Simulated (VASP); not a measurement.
A run of VASP 6.6.1:

Contents of INCAR:

```
  PREC = Accurate
  ENCUT = 880
  EDIFF = 1E-6
  ISMEAR = 0
  SIGMA = 0.1
  LREAL = False
  LASPH = True
  NELM = 200
  ALGO = Normal
  ISIF = 2
  LWAVE = False
  LCHARG = False
  ISPIN = 2
  MAGMOM = 0 3 3 3 0
  LORBIT = 11
  LMAXMIX = 4
  GGA = PE
  NBANDS = 48
  GGA_COMPAT = False
```

File KPOINTS:

```
regular mesh
0
Gamma
  6 6 6
```

The input POSCAR:

```
LiCo3Pt
1.0
    3.7897285002      0.0000000000      0.0000000000
    0.0000000000      3.7897285002      0.0000000000
    0.0000000000      0.0000000000      3.7897285002
Li Co Pt
1 3 1
Direct
    0.0000000000      0.0000000000      0.0000000000
    0.0000000000      0.5000000000      0.5000000000
    0.5000000000      0.0000000000      0.5000000000
    0.5000000000      0.5000000000      0.0000000000
    0.5000000000      0.5000000000      0.5000000000
```

Potentials or basis: VASP PAW PBE potentials, release 64 (Li_sv, Co_sv, Pt_sv_GW).

Command:

```console
$ cat potpaw_PBE.64/Li_sv/POTCAR potpaw_PBE.64/Co_sv/POTCAR potpaw_PBE.64/Pt_sv_GW/POTCAR > POTCAR
$ mpirun -np 1 vasp_std > vasp.out
```

Hardware: 1 thread of Intel(R) Xeon(R) Platinum 8259CL CPU @ 2.50GHz (Skylake/Cascade Lake), on a shared host.

**Question.** How long does it take, and how much memory?

**Answer.** It took 6.1 min on 1 thread of Intel(R) Xeon(R) Platinum 8259CL CPU @ 2.50GHz (Skylake/Cascade Lake), on a shared host, peak memory 0.41 GiB. Counts: scf iterations 20, k points 20.
